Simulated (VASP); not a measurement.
# CO2 (Pa-3) in VASP: single point with PBE

Aim: the single point of CO2 with PBE.

Everything below comes from runs of VASP 6.6.1. Logs are shortened: lines on timing, memory, paths and dates and some standing lists are left out, and cuts for length are marked.

### Step 1. The cell of the first run

Symmetry: Pa-3, No. 205, cubic system. Conventional cell: a = 5.620 Å, b = 5.620 Å, c = 5.620 Å, α = 90.00°, β = 90.00°, γ = 90.00°. Within 1.6 Å of C (site symmetry -3) lie 2 O at 1.17 Å. Within 1.6 Å of O (site symmetry 3) lie 1 C at 1.17 Å.

### Step 2. Single point, PBE

INCAR

```
PREC = Accurate ; ENCUT = 1340
EDIFF = 1E-6 ; ISMEAR = -1
SIGMA = 0.02 ; LREAL = F
LASPH = T ; NELM = 120
ALGO = Normal ; ISIF = 2
LWAVE = F ; LCHARG = F
GGA = PE ; NBANDS = 44
GGA_COMPAT = F
```

KPOINTS

```
regular mesh
0
Gamma
  4 4 4
```

POSCAR

```
CO2
1.0
    5.6200000000      0.0000000000      0.0000000000
    0.0000000000      5.6200000000      0.0000000000
    0.0000000000      0.0000000000      5.6200000000
C O
4 8
Direct
    0.0000000000      0.0000000000      0.0000000000
    0.5000000000      0.0000000000      0.5000000000
    0.5000000000      0.5000000000      0.0000000000
    0.0000000000      0.5000000000      0.5000000000
    0.1200165072      0.1200165072      0.1200165072
    0.3799834928      0.8799834928      0.6200165072
    0.6200165072      0.3799834928      0.8799834928
    0.8799834928      0.6200165072      0.3799834928
    0.8799834928      0.8799834928      0.8799834928
    0.6200165072      0.1200165072      0.3799834928
    0.3799834928      0.6200165072      0.1200165072
    0.1200165072      0.3799834928      0.6200165072
```

Potentials or basis: VASP PAW PBE potentials, release 64 (C_h, O_h).

The run is started by

```
$ cat potpaw_PBE.64/C_h/POTCAR potpaw_PBE.64/O_h/POTCAR > POTCAR
$ mpirun -np 1 vasp_std > vasp.out
```

OUTCAR:

```text
PREC = Accurate
   ENCUT = 1340
   EDIFF = 1E-6
   ISMEAR = -1
   LREAL = F
   LASPH = T
   NELM = 120
   ISIF = 2
   GGA = PE

 ion  position               nearest neighbor table
   1  0.000  0.000  0.000-   5 1.17   9 1.17
   2  0.500  0.000  0.500-   6 1.17  10 1.17
   3  0.500  0.500  0.000-   7 1.17  11 1.17
   4  0.000  0.500  0.500-   8 1.17  12 1.17
   5  0.120  0.120  0.120-   1 1.17
   6  0.380  0.880  0.620-   2 1.17
   7  0.620  0.380  0.880-   3 1.17
   8  0.880  0.620  0.380-   4 1.17
   9  0.880  0.880  0.880-   1 1.17
  10  0.620  0.120  0.380-   2 1.17
  11  0.380  0.620  0.120-   3 1.17
  12  0.120  0.380  0.620-   4 1.17

  LATTYP: Found a simple cubic cell.
 ALAT       =     5.6200000000

  Lattice vectors:

 A1 = (   5.6200000000,   0.0000000000,   0.0000000000)
 A2 = (   0.0000000000,   5.6200000000,   0.0000000000)
 A3 = (   0.0000000000,   0.0000000000,   5.6200000000)

Analysis of symmetry for initial positions (statically):
=====================================================================
 Subroutine PRICEL returns:
 Original cell was already a primitive cell.

 Routine SETGRP: Setting up the symmetry group for a
 simple cubic supercell.

 Subroutine GETGRP returns: Found 24 space group operations
 (whereof  6 operations were pure point group operations)
 out of a pool of 48 trial point group operations.

The static configuration has the point symmetry S_6 .
 The point group associated with its full space group is T_h .

Analysis of symmetry for dynamics (positions and initial velocities):
=====================================================================
 Subroutine PRICEL returns:
 Original cell was already a primitive cell.

 Routine SETGRP: Setting up the symmetry group for a
 simple cubic supercell.

 Subroutine GETGRP returns: Found 24 space group operations
 (whereof  6 operations were pure point group operations)
 out of a pool of 48 trial point group operations.

The dynamic configuration has the point symmetry S_6 .
 The point group associated with its full space group is T_h .

 Subroutine INISYM returns: Found 24 space group operations
 (whereof  6 operations are pure point group operations),
 and found     1 'primitive' translations

----------------------------------------------------------------------------------------

                                     Primitive cell

  volume of cell :     177.5043

  direct lattice vectors                    reciprocal lattice vectors
     5.620000000  0.000000000  0.000000000     0.177935943  0.000000000  0.000000000
     0.000000000  5.620000000  0.000000000     0.000000000  0.177935943  0.000000000
     0.000000000  0.000000000  5.620000000     0.000000000  0.000000000  0.177935943

  length of vectors
     5.620000000  5.620000000  5.620000000     0.177935943  0.177935943  0.177935943

  position of ions in fractional coordinates (direct lattice)
     0.000000000  0.000000000  0.000000000
     0.500000000  0.000000000  0.500000000
     0.500000000  0.500000000  0.000000000
     0.000000000  0.500000000  0.500000000
     0.120016507  0.120016507  0.120016507
     0.379983493  0.879983493  0.620016507
     0.620016507  0.379983493  0.879983493
     0.879983493  0.620016507  0.379983493
     0.879983493  0.879983493  0.879983493
     0.620016507  0.120016507  0.379983493
     0.379983493  0.620016507  0.120016507
     0.120016507  0.379983493  0.620016507

  ion indices of the primitive-cell ions
   primitive index   ion index
                 1           1
                 2           2
                 3           3
                 4           4
                 5           5
                 6           6
                 7           7
                 8           8
                 9           9
                10          10
                11          11
                12          12

----------------------------------------------------------------------------------------

 KPOINTS: regular mesh

Automatic generation of k-mesh.
 Grid dimensions read from file:
 generate k-points for:    4    4    4

 Generating k-lattice:

  Cartesian coordinates                     Fractional coordinates (reciprocal lattice)
     0.044483986  0.000000000  0.000000000     0.250000000  0.000000000  0.000000000
     0.000000000  0.044483986  0.000000000     0.000000000  0.250000000  0.000000000
     0.000000000  0.000000000  0.044483986     0.000000000  0.000000000  0.250000000

  Length of vectors
     0.044483986  0.044483986  0.044483986

  Shift w.r.t. Gamma in fractional coordinates (k-lattice)
     0.000000000  0.000000000  0.000000000

 Subroutine IBZKPT returns following result:
 ===========================================

 Found     11 irreducible k-points:

 Following reciprocal coordinates:
            Coordinates               Weight
  0.000000  0.000000  0.000000      1.000000
  0.250000  0.000000  0.000000      6.000000
  0.500000  0.000000  0.000000      3.000000
  0.250000  0.250000  0.000000     12.000000
  0.500000  0.250000  0.000000      6.000000
 -0.250000  0.500000  0.000000      6.000000
  0.500000  0.500000  0.000000      3.000000
  0.250000  0.250000  0.250000      8.000000
  0.500000  0.250000  0.250000     12.000000
  0.500000  0.500000  0.250000      6.000000
  0.500000  0.500000  0.500000      1.000000
   k-points           NKPTS =     11   k-points in BZ     NKDIM =     11   number of bands    NBANDS=     44
   number of dos      NEDOS =    301   number of ions     NIONS =     12
   total plane-waves  NPLWV = 343000
   dimension x,y,z NGX =    70 NGY =   70 NGZ =   70
   dimension x,y,z NGXF=   140 NGYF=  140 NGZF=  140
   ions per type =               4   8
   NGX,Y,Z   is equivalent  to a cutoff of  20.71, 20.71, 20.71 a.u.
   NGXF,Y,Z  is equivalent  to a cutoff of  41.41, 41.41, 41.41 a.u.
 SYSTEM =  unknown system
   PREC   = accura    normal or accurate (medium, high low for compatibility)
   ISTART =      0    job   : 0-new  1-cont  2-samecut
   ICHARG =      2    charge: 1-file 2-atom 10-const
   ISPIN  =      1    spin polarized calculation?
   LNONCOLLINEAR =      F non collinear calculations
   LSORBIT =      F    spin-orbit coupling
   LASPH  =      T    aspherical Exc in radial PAW
   ENCUT  = 1340.0 eV  98.49 Ry    9.92 a.u.  16.77 16.77 16.77*2*pi/ulx,y,z
   NELM   =    120;   NELMIN=  2; NELMDL= -5     # of ELM steps
   EDIFF  = 0.1E-05   stopping-criterion for ELM
   LREAL  =      F    real-space projection
   EDIFFG = 0.1E-04   stopping-criterion for IOM
   NSW    =      0    number of steps for IOM
   IBRION =     -1    ionic relax: 0-MD 1-quasi-New 2-CG
   NFREE  =      0    steps in history (QN), initial steepest desc. (CG)
   ISIF   =      2    stress and relaxation
   ISYM   =      2    0-nonsym 1-usesym 2-fastsym
   POTIM  = 0.5000    time-step for ionic-motion
   TEBEG  =    0.0;   TEEND  =   0.0 temperature during run
   PSTRESS=    0.0 pullay stress
   NELECT =      64.0000    total number of electrons
   NUPDOWN=      -1.0000    fix difference up-down
   EMIN   =  10.00;   EMAX   =-10.00  energy-range for DOS
   EFERMI =   0.00;   METHOD = LEGACY
   ISMEAR =    -1;   SIGMA  =   0.02  broadening in eV -4-tet -1-fermi 0-gaus
   EFERMI_NEDOS =   21; number of points for ismear=-14 and -15
   IALGO  =     38    algorithm
   IMIX   =      4    mixing-type and parameters
     AMIX     =   0.40;   BMIX     =  1.00
     AMIX_MAG =   1.60;   BMIX_MAG =  1.00
  volume/ion in A,a.u.               =      14.79        99.82
  Fermi-wavevector in a.u.,A,eV,Ry     =   1.165195  2.201899 18.472341  1.357679
  Thomas-Fermi vector in A             =   2.301723
   LORBIT       =      0    0 simple, 1 ext, 2 COOP (PROOUT), +10 PAW based schemes
   GGA     = PE    functional components
   LHFCALC =     F    Hartree Fock is set to
   AEXX    =    0.0000 exact exchange contribution
   IVDW    =     0    specifies the selected vdW correction
   LEPSILON=     F    determine dielectric tensor
   LRPA    =     F    only Hartree local field effects (RPA)
 non-spin polarized calculation
  energy-cutoff  :     1340.00
  volume of cell :      177.50
 maximum number of plane-waves:     19882
 NGX is ok and might be reduce to    70
   NGX = 33   NGY = 33   NGZ = 33

 number of electron      64.0000000 magnetization

 Free energy of the ion-electron system (eV)
  ---------------------------------------------------
  ext. energy  EPLUGINS =         0.00000000
  ---------------------------------------------------
  free energy    TOTEN  =       -93.20048797 eV

  energy without entropy =      -93.20048797  energy(sigma->0) =      -93.20048797

 E-fermi :  -2.7158     XC(G=0):  -7.8632

 val. band max:       -3.1552775617   @ k =   0.0000   0.0000   0.0000
 cond. band min:       3.6396117929   @ k =   0.0000   0.0000   0.0000
 fundamental gap:      6.7948893546
 Fermi energy:        -2.7157792280

 k-point     1 :       0.0000    0.0000    0.0000
  band No.  band energies     occupation
      1     -23.6586      2.00000
      2     -23.4501      2.00000
      3     -23.4501      2.00000
      4     -23.4501      2.00000
      5     -22.5232      2.00000
      6     -22.5232      2.00000
[... 36 lines left out ...]
     43       7.7221      0.00000
     44       7.7221      0.00000

 k-point     2 :       0.2500    0.0000    0.0000
  band No.  band energies     occupation
      1     -23.6299      2.00000
      2     -23.4827      2.00000
      3     -23.4499      2.00000
      4     -23.4499      2.00000
      5     -22.5217      2.00000
      6     -22.5214      2.00000
[... 36 lines left out ...]
     43       7.9970      0.00000
     44       8.0077      0.00000

 k-point     3 :       0.5000    0.0000    0.0000
  band No.  band energies     occupation
      1     -23.5581      2.00000
      2     -23.5581      2.00000
      3     -23.4497      2.00000
      4     -23.4497      2.00000
      5     -22.5199      2.00000
      6     -22.5199      2.00000
[... 36 lines left out ...]
     43       8.3585      0.00000
     44       8.3585      0.00000

 k-point     4 :       0.2500    0.2500    0.0000
  band No.  band energies     occupation
      1     -23.6046      2.00000
      2     -23.4775      2.00000
      3     -23.4775      2.00000
      4     -23.4543      2.00000
      5     -22.5201      2.00000
      6     -22.5153      2.00000
[... 271 lines left out ...]
     43       7.3732      0.00000
     44       7.3732      0.00000

 k-point    10 :       0.5000    0.5000    0.2500
  band No.  band energies     occupation
      1     -23.5028      2.00000
      2     -23.5028      2.00000
      3     -23.5028      2.00000
      4     -23.5028      2.00000
      5     -22.5098      2.00000
      6     -22.5098      2.00000
[... 36 lines left out ...]
     43       6.5374      0.00000
     44       6.5374      0.00000

 k-point    11 :       0.5000    0.5000    0.5000
  band No.  band energies     occupation
      1     -23.5017      2.00000
      2     -23.5017      2.00000
      3     -23.5017      2.00000
      4     -23.5017      2.00000
      5     -22.5111      2.00000
      6     -22.5111      2.00000
[... 36 lines left out ...]
     43       6.5367      0.00000
     44       6.5367      0.00000

------------------------ aborting loop because EDIFF is reached ----------------------------------------

  FORCE on cell =-STRESS in cart. coord.  units (eV):
  Direction    XX          YY          ZZ          XY          YZ          ZX
  --------------------------------------------------------------------------------------
  -------------------------------------------------------------------------------------
  Total        1.2520072      1.2520072      1.2520072     -0.0000000     -0.0000000     -0.0000000
  in kB       11.3007808     11.3007808     11.3007808     -0.0000000     -0.0000000     -0.0000000
  external PRESSURE =      11.3007808 kB  Pullay stress =       0.0000000 kB

 VOLUME and BASIS-vectors are now :
 -----------------------------------------------------------------------------
  energy-cutoff  :     1340.00
  volume of cell :      177.50
      direct lattice vectors                 reciprocal lattice vectors
     5.620000000  0.000000000  0.000000000     0.177935943  0.000000000  0.000000000
     0.000000000  5.620000000  0.000000000     0.000000000  0.177935943  0.000000000
     0.000000000  0.000000000  5.620000000     0.000000000  0.000000000  0.177935943

 POSITION                                       TOTAL-FORCE (eV/Angst)
 -----------------------------------------------------------------------------------
      0.00000      0.00000      0.00000         0.000000      0.000000      0.000000
      2.81000      0.00000      2.81000         0.000000      0.000000      0.000000
      2.81000      2.81000      0.00000         0.000000      0.000000      0.000000
      0.00000      2.81000      2.81000         0.000000      0.000000      0.000000
      0.67449      0.67449      0.67449         0.010980      0.010980      0.010980
      2.13551      4.94551      3.48449        -0.010980     -0.010980      0.010980
      3.48449      2.13551      4.94551         0.010980     -0.010980     -0.010980
      4.94551      3.48449      2.13551        -0.010980      0.010980     -0.010980
      4.94551      4.94551      4.94551        -0.010980     -0.010980     -0.010980
      3.48449      0.67449      2.13551         0.010980      0.010980     -0.010980
      2.13551      3.48449      0.67449        -0.010980      0.010980      0.010980
      0.67449      2.13551      3.48449         0.010980     -0.010980      0.010980
 -----------------------------------------------------------------------------------
    total drift:                                0.000000     -0.000000      0.000000

  FREE ENERGIE OF THE ION-ELECTRON SYSTEM (eV)
  ---------------------------------------------------
  free  energy   TOTEN  =       -93.2004879732 eV

  energy  without entropy=      -93.2004879732  energy(sigma->0) =      -93.20048797
```

It took 3 min on 1 thread of Intel Xeon 6975P-C (Granite Rapids), shared host; peak memory 0.82 GiB.

Results:

| Property | Result |
| --- | --- |
| Free energy | -93.2005 eV |
| Pressure | 1.1 GPa |
| Largest force | 0.019 eV/Å |
| Band gap on the k mesh | 6.79 eV |

Forces in eV/Å, atoms in the order of the input:
```
C    0.000  0.000  0.000
C    0.000  0.000  0.000
C    0.000  0.000  0.000
C    0.000  0.000  0.000
O    0.011  0.011  0.011
O   -0.011 -0.011  0.011
O    0.011 -0.011 -0.011
O   -0.011  0.011 -0.011
O   -0.011 -0.011 -0.011
O    0.011  0.011 -0.011
O   -0.011  0.011  0.011
O    0.011 -0.011  0.011
```

Levels at points of the mesh, in eV from the valence-band top:
```tsv
k point	band 28	band 29	band 30	band 31	band 32	band 33	band 34	band 35	band 36	band 37
(0.00, 0.00, 0.00)	-0.19	-0.19	-0.19	0.00	0.00	6.79	8.04	8.04	8.04	8.30
(0.50, 0.00, 0.00)	-0.35	-0.29	-0.29	-0.07	-0.07	7.98	7.98	8.18	8.18	8.42
(0.50, 0.50, 0.00)	-0.32	-0.27	-0.27	-0.27	-0.27	7.98	7.98	7.98	7.98	8.66
(0.50, 0.50, 0.50)	-0.32	-0.31	-0.31	-0.31	-0.31	7.98	7.98	7.98	7.98	8.88
```

Caveat: this functional lacks dispersion, which holds the molecules together, so the pressure and a relaxed volume are unreliable. A hybrid or GW would open this gap; PBE tends to underestimate it.
